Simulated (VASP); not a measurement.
# K (Fm-3m) in VASP: notebook, part 2 of 2

VASP 6.6.1. Earlier steps stand in the parts before.

**4. Relaxation of cell and atoms, PBEsol, target pressure 20 GPa, at which the enthalpy is minimised**

Input file INCAR:

```
PREC = Accurate ; ENCUT = 500
EDIFF = 1E-7 ; ISMEAR = 1
SIGMA = 0.05 ; LREAL = False
LASPH = True ; NELM = 120
ALGO = Normal ; ISIF = 3
LWAVE = False ; LCHARG = False
GGA = PS ; IBRION = 2
NSW = 80 ; EDIFFG = -0.02
PSTRESS = 200.0 ; GGA_COMPAT = False
NELMIN = 4
```

Input file KPOINTS:

```
Automatic mesh
0
Gamma
  11 11 11
```

Input file POSCAR:

```
K
1.0
    0.0000000000      3.2900000000      3.2900000000
    3.2900000000      0.0000000000      3.2900000000
    3.2900000000      3.2900000000      0.0000000000
K
1
Direct
    0.0000000000      0.0000000000      0.0000000000
```

Potentials or basis: VASP PAW PBE potentials, release 64 (K_sv).

On the command line:

```bash
$ cat potpaw_PBE.64/K_sv/POTCAR > POTCAR
$ mpirun -np 1 vasp_std > vasp.out
```

OUTCAR:

```text
PREC = Accurate
   ENCUT = 500
   EDIFF = 1E-7
   ISMEAR = 1
   LREAL = False
   LASPH = True
   NELM = 120
   ISIF = 3
   GGA = PS
   IBRION = 2
   NSW = 80
   EDIFFG = -0.02
   PSTRESS = 200.0
   NELMIN = 4

 ion  position               nearest neighbor table
   1  0.000  0.000  0.000-

  LATTYP: Found a face centered cubic cell.
 ALAT       =     6.5800000000

  Lattice vectors:

 A1 = (   0.0000000000,   3.2900000000,   3.2900000000)
 A2 = (   3.2900000000,   0.0000000000,   3.2900000000)
 A3 = (   3.2900000000,   3.2900000000,   0.0000000000)

Analysis of symmetry for initial positions (statically):
=====================================================================
 Subroutine PRICEL returns:
 Original cell was already a primitive cell.

 Routine SETGRP: Setting up the symmetry group for a
 face centered cubic supercell.

 Subroutine GETGRP returns: Found 48 space group operations
 (whereof 48 operations were pure point group operations)
 out of a pool of 48 trial point group operations.

The static configuration has the point symmetry O_h .

Analysis of symmetry for dynamics (positions and initial velocities):
=====================================================================
 Subroutine PRICEL returns:
[... 135 lines left out ...]
   IVDW    =     0    specifies the selected vdW correction
   LEPSILON=     F    determine dielectric tensor
   LRPA    =     F    only Hartree local field effects (RPA)
 conjugate gradient relaxation of ions
 non-spin polarized calculation
 Methfessel and Paxton  Order N= 1 SIGMA  =   0.05
  energy-cutoff  :      500.00
  volume of cell :       71.22
 maximum number of plane-waves:      1838
 NGX is ok and might be reduce to    36
   NGX = 17   NGY = 17   NGZ = 17

--------------------------------------- Ionic step        1  -------------------------------------------

 number of electron       9.0000000 magnetization

 Free energy of the ion-electron system (eV)
  ---------------------------------------------------
  ext. energy  EPLUGINS =         0.00000000
  ---------------------------------------------------
  free energy    TOTEN  =        -1.13196842 eV

  energy without entropy =       -1.13166538  energy(sigma->0) =       -1.13186740

 E-fermi :  -0.0677     XC(G=0):  -5.7767

 val. band max:       -0.0782266856   @ k =   0.4545   0.0000   0.0000
 cond. band min:      -0.0539609508   @ k =  -0.2727   0.2727   0.0909
 fundamental gap:      0.0242657348
 Fermi energy:        -0.0677078302
[... 643 lines left out ...]
  energy  without entropy=        0.3516137129  energy(sigma->0) =        0.35162424

  enthalpy is  TOTEN    =         3.5335389438 eV   P V=        3.1819094475

[... ionic steps 4 to 14 ...]

--------------------------------------- Ionic step       15  -------------------------------------------

 number of electron       9.0000000 magnetization

------------------------ aborting loop because EDIFF is reached ----------------------------------------
[... 69 lines left out ...]
--------------------------------------- Ionic step       17  -------------------------------------------

 number of electron       9.0000000 magnetization

 Free energy of the ion-electron system (eV)
  ---------------------------------------------------
  ext. energy  EPLUGINS =         0.00000000
  ---------------------------------------------------
  free energy    TOTEN  =         0.20615628 eV

  energy without entropy =        0.20600386  energy(sigma->0) =        0.20610548

 E-fermi :   3.5742     XC(G=0):  -9.0168

 val. band max:        3.4950773937   @ k =   0.4545   0.2727   0.0909
 cond. band min:       3.5927459186   @ k =   0.4545   0.2727   0.0000
 fundamental gap:      0.0976685250
 Fermi energy:         3.5742401584
[... 296 lines left out ...]
  energy  without entropy=        0.2060038639  energy(sigma->0) =        0.20610548

  enthalpy is  TOTEN    =         3.5264069476 eV   P V=        3.3202506630

 reached required accuracy - stopping structural energy minimisation
```

OSZICAR:

```text
N       E                     dE             d eps       ncg     rms          rms(c)
DAV:   1     0.444687057735E+02    0.44469E+02   -0.36223E+03   896   0.832E+02
DAV:   2     0.217996840327E+00   -0.44251E+02   -0.43851E+02   912   0.207E+02
DAV:   3    -0.110504303972E+01   -0.13230E+01   -0.13216E+01  1424   0.333E+01
DAV:   4    -0.113397229741E+01   -0.28929E-01   -0.28900E-01  1280   0.406E+00
[... 155 lines left out ...]
DAV:   3     0.206182706544E+00    0.98634E-04   -0.54029E-04  1328   0.210E-01    0.589E-02
DAV:   4     0.206164008593E+00   -0.18698E-04   -0.17105E-05  1384   0.375E-02    0.149E-02
DAV:   5     0.206157139595E+00   -0.68690E-05   -0.17326E-05  1200   0.288E-02    0.511E-03
DAV:   6     0.206156234638E+00   -0.90496E-06   -0.28847E-07  1000   0.598E-03    0.461E-04
DAV:   7     0.206156284555E+00    0.49918E-07   -0.11390E-08   448   0.102E-03
  17 F= 0.35264069E+01 E0= 0.35263561E+01  d E =-.154718E-02
```

CONTCAR:

```text
K
   1.00000000000000
    -0.0000000000000000    2.3692296246718509    2.3692296246718505
     2.3692296246718505    0.0000000000000000    2.3692296246718505
     2.3692296246718505    2.3692296246718509    0.0000000000000000
  K
     1
Direct
     0.0000000000000000    0.0000000000000000    0.0000000000000000

  0.00000000E+00  0.00000000E+00  0.00000000E+00
```

Wall time 1.9 min (1 thread of Intel Xeon 6975P-C (Granite Rapids), shared host); peak memory 0.24 GiB.

Results:

| Quantity | Value |
| --- | --- |
| Free energy | 0.2062 eV |
| Relaxed volume | 26.60 Å³/atom |
| Relaxed cell | a = 3.351 Å, b = 3.351 Å, c = 3.351 Å, α = 60.00°, β = 60.00°, γ = 60.00° |
| Space group after relaxing (to 0.1 Å) | Fm-3m (No. 225) |
| Energy change on relaxing (the run minimises the enthalpy) | +1338.1 meV/atom |
| Ionic steps | 17 |
| Pressure after relaxing | 20.0 GPa |
| Band gap on the k mesh | zero (an odd number of electrons rules out a gap without spin polarisation) |

Step by step:
| step | energy change (eV) | largest force (eV/Å) | pressure (GPa) | volume (Å³) |
| --- | --- | --- | --- | --- |
| 1 | 0.0000 | 0.0000 | -0.02 | 71.22 |
| 2 | 4.2744 | 0.0000 | 61.96 | 13.24 |
| 3 | 1.4836 | 0.0000 | 21.89 | 25.49 |
| 4 | 1.3471 | 0.0000 | 20.15 | 26.53 |
| 5 | 1.2709 | 0.0000 | 18.89 | 27.15 |
| 6 | 1.2726 | 0.0000 | 18.93 | 27.14 |
| 7 | 1.2778 | 0.0000 | 19.01 | 27.09 |
| 8 | 1.2778 | 0.0000 | 19.01 | 27.09 |
| 9 | 1.2780 | 0.0000 | 19.01 | 27.09 |
| 10 | 1.2784 | 0.0000 | 19.02 | 27.09 |
| 11 | 1.2792 | 0.0000 | 19.03 | 27.08 |
| 12 | 1.2807 | 0.0000 | 19.06 | 27.07 |
| 13 | 1.2839 | 0.0000 | 19.11 | 27.04 |
| 14 | 1.2901 | 0.0000 | 19.21 | 26.99 |
| 15 | 1.3027 | 0.0000 | 19.42 | 26.89 |
| 16 | 1.3282 | 0.0000 | 19.84 | 26.68 |
| 17 | 1.3381 | 0.0000 | 20.00 | 26.60 |

Final structure:
```
CELL_PARAMETERS angstrom
0.00000 2.36923 2.36923
2.36923 0.00000 2.36923
2.36923 2.36923 0.00000
ATOMIC_POSITIONS crystal
K 0.00000 0.00000 0.00000
```

Caveat: the cell is relaxed towards a set pressure, so the run minimises the enthalpy, not the energy; the volume moved by over 15 % at a fixed basis, so the end points are rough; the PAW data sets were made with another functional, which shifts forces and pressure a little.

**5. The runs side by side**

```csv
cell,gap on the mesh (eV),pressure (GPa)
relaxed to 5 GPa,none,5.0
relaxed to 10 GPa,none,10.0
relaxed to 20 GPa,none,20.0
```

Alike in all rows: task relaxation of cell and atoms; level PBEsol; potentials or basis VASP PAW PBE potentials, release 64 (K_sv); no spin polarisation; k mesh 11 × 11 × 11; cutoff (eV) 500; smearing methfessel-paxton 0.05 eV.

Caveats: the cell is relaxed towards a set pressure, so the run minimises the enthalpy, not the energy; the volume moved by over 15 % at a fixed basis, so the end points are rough; the PAW data sets were made with another functional, which shifts forces and pressure a little.

Absolute energies hang on the potentials; compare differences alone.
